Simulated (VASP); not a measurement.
Input of a VASP 6.6.1 run:

File INCAR:

```
SYSTEM = TeAs
PREC = Accurate
ENCUT = 500
EDIFF = 1E-6
ISMEAR = -1
SIGMA = 0.1
LREAL = .False.
LASPH = .True.
NELM = 120
ALGO = Normal
ISIF = 2
LWAVE = .False.
LCHARG = .True.
GGA = PS
LELF = .True.
LVHAR = .True.
NBANDS = 12
GGA_COMPAT = .False.
```

The input KPOINTS:

```
regular mesh
0
Gamma
  7 7 7
  0 0 0
```

File POSCAR:

```
TeAs
1.0
    0.0000000000      3.0195144346      3.0195144346
    3.0195144346      0.0000000000      3.0195144346
    3.0195144346      3.0195144346      0.0000000000
Te As
1 1
Direct
    0.5000000000      0.5000000000      0.5000000000
    0.0000000000      0.0000000000      0.0000000000
```

Potentials or basis: VASP PAW PBE potentials, release 64 (Te, As).

Launch:

```sh
$ cat potpaw_PBE.64/Te/POTCAR potpaw_PBE.64/As/POTCAR > POTCAR
$ mpirun -np 1 vasp_std > vasp.out
```

(1) Estimate the pressure.

Results:

(1) -5.3 GPa.

Caveat: the PAW data sets were made with another functional, which shifts forces and pressure a little.
